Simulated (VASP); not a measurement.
# Zn2Ga2O3 (P1) in VASP: single point with PBE

Aim: the single point of Zn2Ga2O3 with PBE.

Everything below comes from runs of VASP 6.6.1. Logs are shortened: lines on timing, memory, paths and dates and some standing lists are left out, and cuts for length are marked.

## 1. The cell of the first run

The typed cell holds 7 atoms: a = 3.056 Å, b = 3.056 Å, c = 12.409 Å, α = 90.48°, β = 90.13°, γ = 119.98°.

## 2. Single point, PBE (14.34 Å³/atom)

INCAR

```
SYSTEM = Zn2Ga2O3
  PREC = Accurate
  ENCUT = 520
  EDIFF = 1E-7
  ISMEAR = 0
  SIGMA = 0.1
  LREAL = .False.
  LASPH = .True.
  NELM = 100
  ALGO = Normal
  ISIF = 2
  LWAVE = .False.
  LCHARG = .False.
  GGA = PE
  NBANDS = 43
```

KPOINTS

```
regular mesh
0
Gamma
  12 12 4
  0 0 0
```

POSCAR

```
Zn2Ga2O3
1.0
    3.0557421965     -0.0008460339      0.0010430866
   -1.5267246775      2.6477292079      0.0077351397
   -0.0321630663     -0.1736047962     12.4081301149
Zn Ga O
2 2 3
Direct
    0.2247390007      0.4567712791      0.6608228272
    0.5634098484      0.1312449332      0.8245718918
    0.9135483051      0.8220860933      0.3225906472
    0.2385225055      0.4772277316      0.0767808669
    0.9084107997      0.8146233935      0.1703079735
    0.2486480206      0.4912748273      0.3743812544
    0.5693881868      0.1401050752      0.0055445392
```

Potentials or basis: VASP PAW PBE potentials, release 64 (Zn, Ga_d, O).

Launch:

```bash
cat potpaw_PBE.64/Zn/POTCAR potpaw_PBE.64/Ga_d/POTCAR potpaw_PBE.64/O/POTCAR > POTCAR
mpirun -np 1 vasp_std > vasp.out
```

OUTCAR:

```text
SYSTEM = Zn2Ga2O3
   PREC = Accurate
   ENCUT = 520
   EDIFF = 1E-7
   ISMEAR = 0
   LREAL = .False.
   LASPH = .True.
   NELM = 100
   ISIF = 2
   GGA = PE

 ion  position               nearest neighbor table
   1  0.225  0.457  0.661-   2 2.69   2 2.69   2 2.69
   2  0.563  0.131  0.825-   7 2.25   1 2.69   1 2.69   1 2.69
   3  0.914  0.822  0.323-   6 1.88   6 1.88   6 1.88   5 1.89
   4  0.239  0.477  0.077-   7 1.97   7 1.97   7 1.97   5 2.11   5 2.11   5 2.11
   5  0.908  0.815  0.170-   3 1.89   4 2.11   4 2.11   4 2.11
   6  0.249  0.491  0.374-   3 1.88   3 1.88   3 1.88
   7  0.569  0.140  0.006-   4 1.97   4 1.97   4 1.97   2 2.25

  LATTYP: Found a triclinic cell.
 ALAT       =     3.0567895197
 B/A-ratio  =     0.9996574746
 C/A-ratio  =     4.0596142218
 COS(alpha) =     0.0022466419
 COS(beta)  =     0.0105388284
 COS(gamma) =     0.4999649219

  Lattice vectors:

 A1 = (   1.5290175190,   2.6468831740,   0.0087782263)
 A2 = (   3.0557421965,  -0.0008460339,   0.0010430866)
 A3 = (   0.0321630663,   0.1736047962, -12.4081301149)

Analysis of symmetry for initial positions (statically):
=====================================================================
 Subroutine PRICEL returns:
 Original cell was already a primitive cell.

 Routine SETGRP: Setting up the symmetry group for a
 triclinic supercell.

 Subroutine GETGRP returns: Found  1 space group operations
 (whereof  1 operations were pure point group operations)
 out of a pool of  2 trial point group operations.

The static configuration has the point symmetry C_1 .

Analysis of symmetry for dynamics (positions and initial velocities):
=====================================================================
 Subroutine PRICEL returns:
 Original cell was already a primitive cell.

 Routine SETGRP: Setting up the symmetry group for a
 triclinic supercell.

 Subroutine GETGRP returns: Found  1 space group operations
 (whereof  1 operations were pure point group operations)
 out of a pool of  2 trial point group operations.

The dynamic configuration has the point symmetry C_1 .

 Subroutine INISYM returns: Found  1 space group operations
 (whereof  1 operations are pure point group operations),
 and found     1 'primitive' translations

----------------------------------------------------------------------------------------

[... 99 lines left out ...]
   LASPH  =      T    aspherical Exc in radial PAW
   ENCUT  =  520.0 eV  38.22 Ry    6.18 a.u.   5.68  5.68 23.07*2*pi/ulx,y,z
   NELM   =    100;   NELMIN=  2; NELMDL= -5     # of ELM steps
   EDIFF  = 0.1E-06   stopping-criterion for ELM
   LREAL  =      F    real-space projection
   EDIFFG = 0.1E-05   stopping-criterion for IOM
   NSW    =      0    number of steps for IOM
   IBRION =     -1    ionic relax: 0-MD 1-quasi-New 2-CG
   NFREE  =      0    steps in history (QN), initial steepest desc. (CG)
   ISIF   =      2    stress and relaxation
   ISYM   =      2    0-nonsym 1-usesym 2-fastsym
   POTIM  = 0.5000    time-step for ionic-motion
   TEBEG  =    0.0;   TEEND  =   0.0 temperature during run
   PSTRESS=    0.0 pullay stress
   NELECT =      68.0000    total number of electrons
   NUPDOWN=      -1.0000    fix difference up-down
   EMIN   =  10.00;   EMAX   =-10.00  energy-range for DOS
   EFERMI =   0.00;   METHOD = LEGACY
   ISMEAR =     0;   SIGMA  =   0.10  broadening in eV -4-tet -1-fermi 0-gaus
   EFERMI_NEDOS =   21; number of points for ismear=-14 and -15
   IALGO  =     38    algorithm
   IMIX   =      4    mixing-type and parameters
     AMIX     =   0.40;   BMIX     =  1.00
     AMIX_MAG =   1.60;   BMIX_MAG =  1.00
  volume/ion in A,a.u.               =      14.34        96.77
  Fermi-wavevector in a.u.,A,eV,Ry     =   1.437790  2.717030 28.126527  2.067241
  Thomas-Fermi vector in A             =   2.556829
   LORBIT       =      0    0 simple, 1 ext, 2 COOP (PROOUT), +10 PAW based schemes
   GGA     = PE    functional components
   LHFCALC =     F    Hartree Fock is set to
   AEXX    =    0.0000 exact exchange contribution
   IVDW    =     0    specifies the selected vdW correction
   LEPSILON=     F    determine dielectric tensor
   LRPA    =     F    only Hartree local field effects (RPA)
 non-spin polarized calculation
 Gauss-broadening in eV      SIGMA  =   0.10
  energy-cutoff  :      520.00
  volume of cell :      100.38
 maximum number of plane-waves:      2726
   NGX = 11   NGY = 11   NGZ = 47

 number of electron      68.0000016 magnetization

 Free energy of the ion-electron system (eV)
  ---------------------------------------------------
  ext. energy  EPLUGINS =         0.00000000
  ---------------------------------------------------
  free energy    TOTEN  =       -30.90554976 eV

  energy without entropy =      -30.90367502  energy(sigma->0) =      -30.90461239

 E-fermi :   4.1941     XC(G=0): -10.4257

 val. band max:        4.1022630249   @ k =   0.0000   0.1667   0.5000
 cond. band min:       4.3771415726   @ k =   0.0000   0.0000   0.5000
 fundamental gap:      0.2748785477
 Fermi energy:         4.1940909244

 k-point     1 :       0.0000    0.0000    0.0000
  band No.  band energies     occupation
      1     -18.2257      2.00000
      2     -17.5469      2.00000
      3     -16.0560      2.00000
      4     -12.6713      2.00000
      5     -12.6708      2.00000
      6     -12.2506      2.00000
[... 1093 lines left out ...]
     42      10.5335      0.00000
     43      11.4019      0.00000

 [... further k-points ...]
[... 5 lines left out ...]
  --------------------------------------------------------------------------------------
  -------------------------------------------------------------------------------------
  Total        0.6196940      0.6105128      0.4618647     -0.0021334      0.0163178      0.0003391
  in kB        9.8910241      9.7444811      7.3718879     -0.0340519      0.2604506      0.0054120
  external PRESSURE =       9.0024643 kB  Pullay stress =       0.0000000 kB

 VOLUME and BASIS-vectors are now :
 -----------------------------------------------------------------------------
  energy-cutoff  :      520.00
  volume of cell :      100.38
      direct lattice vectors                 reciprocal lattice vectors
     3.055742196 -0.000846034  0.001043087     0.327303797  0.188718618  0.003488805
    -1.526724678  2.647729208  0.007735140     0.000102776  0.377725950  0.005285111
    -0.032163066 -0.173604796 12.408130115    -0.000027579 -0.000251336  0.080588733

 POSITION                                       TOTAL-FORCE (eV/Angst)
 -----------------------------------------------------------------------------------
     -0.03187      1.09449      8.20334         0.000679      0.001519     -0.013353
      1.49474      0.20387     10.23300         0.000375     -0.000790      0.004113
      1.52609      2.11989      4.01006        -0.000308     -0.000758      0.010964
     -0.00220      1.25004      0.95665         0.002540     -0.004449      0.003653
      1.52669      2.12657      2.12045        -0.002383      0.003384     -0.000433
     -0.00228      1.23556      4.64943        -0.000390     -0.000570      0.045347
      1.52582      0.36952      0.07048        -0.000513      0.001664     -0.050291
 -----------------------------------------------------------------------------------
    total drift:                                0.001126     -0.001521      0.000936

  FREE ENERGIE OF THE ION-ELECTRON SYSTEM (eV)
  ---------------------------------------------------
  free  energy   TOTEN  =       -30.9055497626 eV

  energy  without entropy=      -30.9036750242  energy(sigma->0) =      -30.90461239
```

OSZICAR:

```text
N       E                     dE             d eps       ncg     rms          rms(c)
DAV:   1     0.730147172208E+03    0.73015E+03   -0.32316E+04 26144   0.262E+03
DAV:   2     0.101112303156E+03   -0.62903E+03   -0.59247E+03 26088   0.630E+02
DAV:   3    -0.266563046303E+02   -0.12777E+03   -0.12507E+03 28101   0.219E+02
DAV:   4    -0.357854282975E+02   -0.91291E+01   -0.90110E+01 32571   0.606E+01
DAV:   5    -0.360079985636E+02   -0.22257E+00   -0.22152E+00 28887   0.857E+00    0.132E+01
DAV:   6    -0.309712534923E+02    0.50367E+01   -0.19193E+01 41838   0.482E+01    0.521E+00
DAV:   7    -0.309332877495E+02    0.37966E-01   -0.23874E+00 27883   0.156E+01    0.315E+00
DAV:   8    -0.309141869906E+02    0.19101E-01   -0.55679E-01 32709   0.698E+00    0.114E+00
DAV:   9    -0.309055439128E+02    0.86431E-02   -0.67523E-02 32643   0.542E+00    0.338E-01
DAV:  10    -0.309052527868E+02    0.29113E-03   -0.17357E-02 35891   0.142E+00    0.157E-01
DAV:  11    -0.309054366197E+02   -0.18383E-03   -0.36240E-03 29029   0.595E-01    0.836E-02
DAV:  12    -0.309055380406E+02   -0.10142E-03   -0.61859E-04 36277   0.360E-01    0.333E-02
DAV:  13    -0.309055452590E+02   -0.72184E-05   -0.14733E-04 28569   0.164E-01    0.147E-02
DAV:  14    -0.309055487888E+02   -0.35298E-05   -0.59656E-05 37749   0.604E-02    0.797E-03
DAV:  15    -0.309055493161E+02   -0.52732E-06   -0.12885E-05 28202   0.275E-02    0.507E-03
DAV:  16    -0.309055496978E+02   -0.38172E-06   -0.30509E-06 32660   0.126E-02    0.159E-03
DAV:  17    -0.309055497626E+02   -0.64785E-07   -0.63190E-07 27481   0.667E-03
   1 F= -.30905550E+02 E0= -.30904612E+02  d E =-.187474E-02
```

Run time: 13 min. Hardware: 1 thread of Intel Xeon 6975P-C (Granite Rapids), shared host; peak memory 1 GiB.

Results:

- Free energy: -30.9055 eV
- Pressure: 0.9 GPa
- Largest force: 0.050 eV/Å
- Band gap on the k mesh: zero (bands 34 and 35 overlap by 2.23 eV)

Forces on the atoms (eV/Å):
```
Zn   0.001  0.002 -0.013
Zn   0.000 -0.001  0.004
Ga   0.000 -0.001  0.011
Ga   0.003 -0.004  0.004
O   -0.002  0.003  0.000
O    0.000 -0.001  0.045
O   -0.001  0.002 -0.050
```

The gap in the log of VASP goes by the Fermi energy; the results here count the filled bands.